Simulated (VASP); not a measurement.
Write the native input for VASP 6.6.1 that does the following.

```yaml
Task: single point
Functional: PBE
Potentials_or_basis: VASP PAW PBE potentials, release 64 (Cd)
Cutoff: 520 eV
k_mesh: 16 × 16 × 9
Occupations: fermi-dirac, width 0.05 eV
Spin: no spin polarisation
Dipole_correction: no
Further_INCAR_settings: ALGO = Normal; EDIFF = 1e-07; NBANDS = 19
```

The structure of Cd lies in POSCAR:

```
Cd
1.0
    2.7112897096      0.0000000000      0.0000000000
   -1.3556448548      2.3480457655      0.0000000000
    0.0000000000      0.0000000000      4.3725045615
Cd
2
Direct
    0.3333333333      0.6666666667      0.2500000000
    0.6666666667      0.3333333333      0.7500000000
```

One way to write it, as run:

INCAR

```
PREC = Accurate ; ENCUT = 520
EDIFF = 1E-7 ; ISMEAR = -1
SIGMA = 0.05 ; LREAL = False
LASPH = True ; NELM = 80
ALGO = Normal ; ISIF = 2
LWAVE = False ; LCHARG = False
GGA = PE ; NBANDS = 19
```

KPOINTS

```
regular mesh
0
Gamma
  16 16 9
```

Potentials or basis: VASP PAW PBE potentials, release 64 (Cd).

The run is started by

```sh
$ cat potpaw_PBE.64/Cd/POTCAR > POTCAR
$ mpirun -np 1 vasp_std > vasp.out
```

It gave:

```json
{"Pressure": "86.9 GPa", "Band gap on the k mesh": "zero (band 12 reaches 9.22 eV, above the bottom of band 13 at 7.12 eV)"}
```

It took 35 s on 1 thread of AMD EPYC 9R14 (Zen 4) (shared host), peak memory 0.15 GiB.
